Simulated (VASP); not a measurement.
CO2, 6 atoms in the cell. It takes space group C2 (No. 5, monoclinic). The conventional cell has a = 4.904 Å, b = 5.508 Å, c = 6.232 Å, α = 90.00°, β = 93.26°, γ = 90.00°. C (site symmetry 2) has 2 O at 1.22 Å within 1.6 Å. Within 1.5 Å of C (site symmetry 2) lie 2 O at 1.13 Å. Within 1.6 Å of O (site symmetry 1) lie 1 C at 1.22 Å. Within 1.5 Å of O (site symmetry 1) lie 1 C at 1.13 Å.  This cell differs from its parent crystal: strained and its atoms moved.

| Item | Value |
| --- | --- |
| Program | VASP 6.6.1 |
| Task | single point |
| Functional | PBE |
| Potentials or basis | VASP PAW PBE potentials, release 64 (C, O) |
| Cutoff | 520 eV |
| k mesh | 6 × 6 × 4 |
| Occupations | gaussian, width 0.02 eV |
| Spin | no spin polarisation |
| Dipole correction | no |
| Further INCAR settings | ALGO = Normal; EDIFF = 1e-06; NBANDS = 25 |

Potentials or basis: VASP PAW PBE potentials, release 64 (C, O).

Run with:

```sh
$ cat potpaw_PBE.64/C/POTCAR potpaw_PBE.64/O/POTCAR > POTCAR
$ mpirun -np 1 vasp_std > vasp.out
```

Hardware: 1 thread of Intel(R) Xeon(R) Platinum 8259CL CPU @ 2.50GHz (Skylake/Cascade Lake), with other jobs on the host.

Q: How long does it take, and how much memory?

A: Run time: 66 s on 1 thread of Intel(R) Xeon(R) Platinum 8259CL CPU @ 2.50GHz (Skylake/Cascade Lake), with other jobs on the host, peak memory 0.22 GiB. Counts: scf iterations 14, k points 47.
